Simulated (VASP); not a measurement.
Wanted: the native input for a VASP 6.6.1 run.

| Item | Value |
| --- | --- |
| Task | single point |
| Functional | PBE |
| Potentials or basis | VASP PAW PBE potentials, release 64 (Al, Cu) |
| Cutoff | 520 eV |
| k mesh | 14 × 14 × 14 |
| Occupations | gaussian, width 0.15 eV |
| Spin | no spin polarisation |
| Dipole correction | no |
| Further INCAR settings | ALGO = Fast; EDIFF = 1e-06; NBANDS = 16 |

The structure of Al2Cu lies in POSCAR:

```
Al2Cu
1.0
   -2.0240522474      2.0240522474      3.0264298293
    2.0240522474     -2.0240522474      3.0264298293
    1.9696658745      1.9696658745     -3.0264298293
Al Cu
2 1
Direct
    0.7500000000      0.2500000000      0.5000000000
    0.2500000000      0.7500000000      0.5000000000
    0.5000000000      0.5000000000      0.0000000000
```

This cell differs from its parent crystal: strain +e along x and -e along y -0.0133, strain +e along z and -e/2 along x and y +0.0467.

These files were run (other wordings do the same):

INCAR

```
SYSTEM = Al2Cu
PREC     = Accurate       ! precision mode
ENCUT    = 520            ! plane-wave cutoff, eV
EDIFF    = 1E-6           ! SCF threshold, eV
ISMEAR   = 0              ! smearing method
SIGMA    = 0.15           ! smearing width, eV
LREAL    = .False.        ! projectors in reciprocal space
LASPH    = .True.         ! aspherical terms in the spheres
NELM     = 100            ! most SCF steps
ALGO     = Fast           ! electronic algorithm
ISIF     = 2              ! what is computed and relaxed
LWAVE    = .False.        ! write WAVECAR
LCHARG   = .False.        ! write CHGCAR
GGA      = PE             ! functional
NBANDS   = 16             ! bands
```

KPOINTS

```
regular mesh
0
Gamma
  14 14 14
  0 0 0
```

Potentials or basis: VASP PAW PBE potentials, release 64 (Al, Cu).

Launch:

```console
$ cat potpaw_PBE.64/Al/POTCAR potpaw_PBE.64/Cu/POTCAR > POTCAR
$ mpirun -np 1 vasp_std > vasp.out
```

Results of the run:

| Item | Value |
| --- | --- |
| Pressure | 0.6 GPa |

Caveat: the cell differs from its parent crystal (strain +e along x and -e along y -0.0133, strain +e along z and -e/2 along x and y +0.0467).

Run time: 4 min on 1 thread of AMD EPYC 9R45 96-Core Processor (Zen 5), on a shared host, peak memory 0.41 GiB.
